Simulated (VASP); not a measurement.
**Ga2HN2: single point with PBE**

Ga2HN2, a slab with vacuum:

```
N Ga H
1.0
     3.21651    0.00000    0.00000
    -1.60825    2.78558    0.00000
     0.00000    0.00000   19.10010
N Ga H
2 2 1
Direct
  0.00000 0.00000 0.20942
  0.33333 0.66667 0.39791
  0.33333 0.66667 0.24380
  0.66667 0.33333 0.39522
  0.33333 0.66667 0.45379
```

```yaml
Program: VASP 6.6.1
Task: single point
Functional: PBE
Potentials_or_basis: VASP PAW PBE potentials, release 64 (N, Ga_d, H)
Cutoff: 520 eV
k_mesh: 9 × 9 × 1
Occupations: gaussian, width 0.05 eV
Spin: collinear spin
Starting_moments: "[0.0, 0.0, 0.0, 0.0, 1.0] μB"
```

| Quantity | Value |
| --- | --- |
| Largest force | 2.898 eV/Å |
| Net moment | 0.27 μB per cell |
| Site moments | N +0.01, +0.04; Ga +0.00, +0.06; H +0.00 μB |
| Valence electrons inside the program's atomic spheres | N 3.59, 3.88; Ga 11.69, 11.91; H 0.66 |

Forces on the atoms (eV/Å):
```
N    0.000  0.000  2.679
N    0.000  0.000  1.573
Ga   0.000  0.000 -2.898
Ga   0.000  0.000 -1.433
H    0.000  0.000  0.080
```

Levels at points of the mesh, in eV from the Fermi level:
Spin up:
```
           k point  band 17  band 18  band 19  band 20  band 21  band 22
(0.00, 0.00, 0.00)    -2.38    -1.23    -1.23     0.09     0.99     3.10
```
Spin down:
| k point | band 15 | band 16 | band 17 | band 18 | band 19 | band 20 | band 21 | band 22 |
| --- | --- | --- | --- | --- | --- | --- | --- | --- |
| (0.00, 0.00, 0.00) | -5.09 | -4.84 | -2.13 | -1.22 | -1.22 | 0.18 | 1.21 | 3.24 |

It took 9.7 min on 1 thread of AMD EPYC 9R45 96-Core Processor (Zen 5), on a shared host, peak memory 0.36 GiB.
